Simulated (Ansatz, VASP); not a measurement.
# One calculation of Rh, two programs

```
Rh
1.0
     0.00000   -1.90155   -1.90155
     0.00000    1.90155   -1.90155
     3.80310    0.00000    0.00000
Rh
2
Direct
  0.50000 0.50000 0.47042
  0.00000 0.00000 0.02958
```

Change from the starting cell: mode 6 (233.9 1/cm) frozen in, largest displacement +0.113 Å.

Alike in both runs: task single point; functional PBE; k mesh 18 × 18 × 12; occupations gaussian, width 0.15 eV; no spin polarisation.

```csv
,VASP,Ansatz
version,VASP 6.6.1,Ansatz 0.2.0
potentials or method,"VASP PAW PBE potentials, release 64 (Rh_pv), cutoff 520 eV","scalar-relativistic, plane waves, PAW"
valence electrons in the cell,30,34
```

```csv
,VASP,Ansatz,Ansatz less VASP
gap on the k mesh at the Fermi level (eV),none,none,-
pressure (GPa),13.4,13.3,-0.12
rms of the force components (eV/Å),1.477,1.470,-0.0071
```

Atom by atom the forces differ by 0.007 eV/Å (rms over components). A gap of «none» marks a metal or a gap that the smearing closes. VASP's potentials hold 30 valence electrons a cell and Ansatz's 34, so a difference there can come from the potentials and not from the codes.
